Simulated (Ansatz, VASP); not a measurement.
## Two plane-wave programs on Ba3CaF8

Contents of INCAR:

```
PREC = Accurate ; ENCUT = 520
EDIFF = 1E-7 ; ISMEAR = -1
SIGMA = 0.02 ; LREAL = F
LASPH = T ; NELM = 60
ALGO = Normal ; ISIF = 2
LWAVE = F ; LCHARG = T
GGA = PE ; LELF = T
LVHAR = T ; NBANDS = 60
```

The input KPOINTS:

```
Automatic mesh
0
Gamma
  4 4 6
```

POSCAR

```
Ba3CaF8
1.0
    4.2281836925     -6.0378118374      0.0000000000
    4.2281836925      6.0378118374      0.0000000000
    0.0000000000      0.0000000000      4.2687737177
Ba F Ca
3 8 1
Direct
    0.0000000000      0.5000000000      0.0000000000
    0.5000000000      0.5000000000      0.5000000000
    0.5000000000      0.0000000000      0.0000000000
    0.3484087607      0.1122110806      0.5000000000
    0.1122110806      0.3484087607      0.5000000000
    0.8873347326      0.1126652674      0.0000000000
    0.6248599688      0.3751400312      0.0000000000
    0.3751400312      0.6248599688      0.0000000000
    0.1126652674      0.8873347326      0.0000000000
    0.8877889194      0.6515912393      0.5000000000
    0.6515912393      0.8877889194      0.5000000000
    0.0000000000      0.0000000000      0.5000000000
```

Input for Ansatz:

```yaml
crystal:
  lattice:
    - [4.2281836925, -6.0378118374, 0.0]
    - [4.2281836925, 6.0378118374, 0.0]
    - [0.0, 0.0, 4.2687737177]
  atoms:
    - { symbol: Ba, position: [0.0, 0.5, 0.0] }
    - { symbol: F, position: [0.3484087607, 0.1122110806, 0.5] }
    - { symbol: F, position: [0.1122110806, 0.3484087607, 0.5] }
    - { symbol: Ba, position: [0.5, 0.5, 0.5] }
    - { symbol: F, position: [0.8873347326, 0.1126652674, 0.0] }
    - { symbol: F, position: [0.6248599688, 0.3751400312, 0.0] }
    - { symbol: Ca, position: [0.0, 0.0, 0.5] }
    - { symbol: F, position: [0.3751400312, 0.6248599688, 0.0] }
    - { symbol: F, position: [0.1126652674, 0.8873347326, 0.0] }
    - { symbol: Ba, position: [0.5, 0.0, 0.0] }
    - { symbol: F, position: [0.8877889194, 0.6515912393, 0.5] }
    - { symbol: F, position: [0.6515912393, 0.8877889194, 0.5] }
kpoints:
  mp_grid: { grid: [4, 4, 6] }
  band_path:
    path:
      - [[0.0, 0.0, 0.0], [-0.5, 0.5, 0.0], [-0.3725994588861, 0.6274005411139, 0.0]]
      - [[0.3725994588861, 0.3725994588861, 0.0], [0.0, 0.0, 0.0], [0.0, 0.0, 0.5], [0.3725994588861, 0.3725994588861, 0.5]]
      - [[-0.3725994588861, 0.6274005411139, 0.5], [-0.5, 0.5, 0.5], [-0.5, 0.5, 0.0]]
      - [[0.0, 0.0, 0.0], [-1.396653551247e-17, 0.5, 0.0], [-1.396653551247e-17, 0.5, 0.5], [0.0, 0.0, 0.5], [-0.5, 0.5, 0.5]]
    npoints: 10
hamiltonian:
  xc: pbe
scf:
  occupations: { method: fermi_dirac, width: 0.02 }
  n_extra_bands: 7
output:
  forces: true
  stress: true
  eigenvalues: true
```

Alike in both runs: task single point; functional PBE; k mesh 4 × 4 × 6; occupations fermi-dirac, width 0.02 eV; no spin polarisation.

```csv
,VASP,Ansatz
version,VASP 6.6.1,Ansatz 0.2.0
potentials or method,"VASP PAW PBE potentials, release 64 (Ba_sv, F, Ca_sv)","plane waves, PAW"
plane-wave cutoff (eV),520,420
valence electrons in the cell,96,96
```

Ansatz gave:

```
gap on the k mesh at the Fermi level (eV) : 6.24
pressure (GPa)                            : 1.8
rms of the force components (eV/Å)        : 0.020
```

**Question.** Estimate VASP's values.

**Answer.** gap on the k mesh at the Fermi level (eV): 6.17; pressure (GPa): 2.8; rms of the force components (eV/Å): 0.005.

With one functional, cell and mesh, what is left measures potentials, basis and numerics.

Spin-orbit coupling is off throughout.
